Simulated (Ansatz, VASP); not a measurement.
**One calculation of Li2Se, two programs**

File INCAR:

```
PREC = Accurate
ENCUT = 750
EDIFF = 1E-6
ISMEAR = 0
SIGMA = 0.01
LREAL = False
LASPH = True
NELM = 120
ALGO = Normal
ISIF = 2
LWAVE = False
LCHARG = False
GGA = PE
NBANDS = 13
GGA_COMPAT = False
```

KPOINTS

```
Automatic mesh
0
Gamma
  6 6 6
```

File POSCAR:

```
Li2Se
1.0
    0.0000000000      2.9730928132      2.9730928132
    2.9730928132      0.0000000000      2.9730928132
    2.9730928132      2.9730928132      0.0000000000
Se Li
1 2
Direct
    0.0000000000      0.0000000000      0.0000000000
    0.2500000000      0.2500000000      0.2500000000
    0.7500000000      0.7500000000      0.7500000000
```

Input for Ansatz:

```yaml
crystal:
  lattice:
    - [0.0, 2.9730928132, 2.9730928132]
    - [2.9730928132, 0.0, 2.9730928132]
    - [2.9730928132, 2.9730928132, 0.0]
  atoms:
    - { symbol: Se, position: [0.0, 0.0, 0.0] }
    - { symbol: Li, position: [0.25, 0.25, 0.25] }
    - { symbol: Li, position: [0.75, 0.75, 0.75] }
kpoints:
  mp_grid: { grid: [6, 6, 6] }
hamiltonian:
  xc: pbe
scf:
  occupations: { method: fixed }
  n_extra_bands: 4
output:
  forces: true
  stress: true
  eigenvalues: true
```

Alike in both runs: task single point; functional PBE; k mesh 6 × 6 × 6; no spin polarisation.

|  | VASP | Ansatz |
| --- | --- | --- |
| version | VASP 6.6.1 | Ansatz 0.2.0 |
| potentials or method | VASP PAW PBE potentials, release 64 (Se, Li_sv) | plane waves, PAW |
| plane-wave cutoff (eV) | 750 | 420 |
| occupations | gaussian, width 0.01 eV | fixed |
| valence electrons in the cell | 12 | 22 |

VASP gave:

| Quantity | Value |
| --- | --- |
| gap on the k mesh at the Fermi level (eV) | 2.95 |
| pressure (GPa) | 1.0 |

Problem. Which values does Ansatz return?

Solution. gap on the k mesh at the Fermi level (eV): 2.96; pressure (GPa): 1.1.

VASP's potentials hold 12 valence electrons a cell and Ansatz's 22, so a difference there can come from the potentials and not from the codes.
